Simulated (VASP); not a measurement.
A run of VASP 6.6.1:

INCAR

```
SYSTEM = Os
PREC = Accurate
ENCUT = 520
EDIFF = 1E-7
ISMEAR = -1
SIGMA = 0.05
LREAL = .False.
LASPH = .True.
NELM = 100
ALGO = Normal
ISIF = 2
LWAVE = .False.
LCHARG = .False.
GGA = CA
NBANDS = 15
```

Contents of KPOINTS:

```
regular mesh
0
Gamma
  13 13 13
  0 0 0
```

The input POSCAR:

```
Os
1.0
    0.0000000000      2.4966339541      2.4966339541
    2.4966339541      0.0000000000      2.4966339541
    2.4966339541      2.4966339541      0.0000000000
Os
2
Direct
   -0.1250000000     -0.1250000000     -0.1250000000
    0.1250000000      0.1250000000      0.1250000000
```

Potentials or basis: VASP PAW LDA potentials, release 64 (Os).

Run with:

```console
$ cat potpaw_LDA.64/Os/POTCAR > POTCAR
$ mpirun -np 1 vasp_std > vasp.out
```

Hardware: 1 thread of Intel(R) Xeon(R) Platinum 8488C (Sapphire Rapids) (shared host).

Problem. Estimate the wall time of this run.

Solution. It took 19 s on 1 thread of Intel(R) Xeon(R) Platinum 8488C (Sapphire Rapids), with other jobs on the host, peak memory 0.16 GiB. Counts: scf iterations 12, k points 84.
